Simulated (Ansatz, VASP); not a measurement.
AlNi in VASP and in Ansatz

The input INCAR:

```
  PREC = Accurate
  ENCUT = 520
  EDIFF = 1E-7
  ISMEAR = 0
  SIGMA = 0.15
  LREAL = F
  LASPH = T
  NELM = 100
  ALGO = Fast
  ISIF = 2
  LWAVE = F
  LCHARG = T
  GGA = PS
  LELF = T
  LVHAR = T
  NBANDS = 14
```

Contents of KPOINTS:

```
Automatic mesh
0
Gamma
  16 16 16
```

The input POSCAR:

```
AlNi
1.0
    2.9333689589      0.0000000000      0.0000000000
    0.0000000000      2.9333689589      0.0000000000
    0.0000000000      0.0000000000      2.9333689589
Al Ni
1 1
Direct
    0.0000000000      0.0000000000     -0.0066391239
    0.5000000000      0.5000000000      0.5030520259
```

Input for Ansatz:

```yaml
crystal:
  lattice:
    - [2.9333689589, 0.0, 0.0]
    - [0.0, 2.9333689589, 0.0]
    - [0.0, 0.0, 2.9333689589]
  atoms:
    - { symbol: Al, position: [0.0, 0.0, -0.0066391239] }
    - { symbol: Ni, position: [0.5, 0.5, 0.5030520259] }
basis:
  ecutwfc: 520.0
kpoints:
  mp_grid: { grid: [16, 16, 16] }
hamiltonian:
  xc: pbesol
  pseudopotentials: { kind: paw, azcp: { folder: soft_1 } }
scf:
  occupations: { method: gaussian, width: 0.15 }
output:
  forces: true
  stress: true
  eigenvalues: true
```

Change from the starting cell: mode 6 frozen in at -0.019 Å, equal normal strain along x, y and z +0.0250.

Alike in both runs: task single point; functional PBEsol; k mesh 16 × 16 × 16; occupations gaussian, width 0.15 eV; no spin polarisation.

|  | VASP | Ansatz |
| --- | --- | --- |
| version | VASP 6.6.1 | Ansatz 0.2.0 |
| potentials or method | VASP PAW PBE potentials, release 64 (Al, Ni), cutoff 520 eV | scalar-relativistic, plane waves, PAW |
| valence electrons in the cell | 13 | 21 |

```tsv
	VASP	Ansatz	Ansatz less VASP
gap on the k mesh at the Fermi level (eV)	none	none	-
pressure (GPa)	-10.6	-10.9	-0.23
rms of the force components (eV/Å)	0.075	0.075	-0.0005
```

VASP's potentials were made for PBE, not for PBEsol, and Ansatz warns of the same on its side. Atom by atom the forces differ by 0.001 eV/Å (rms over components). A gap of «none» marks a metal or a gap that the smearing closes. The functional is the same, so the differences come from potentials, cutoffs and numerics. VASP's potentials hold 13 valence electrons a cell and Ansatz's 21, so a difference there can come from the potentials and not from the codes.
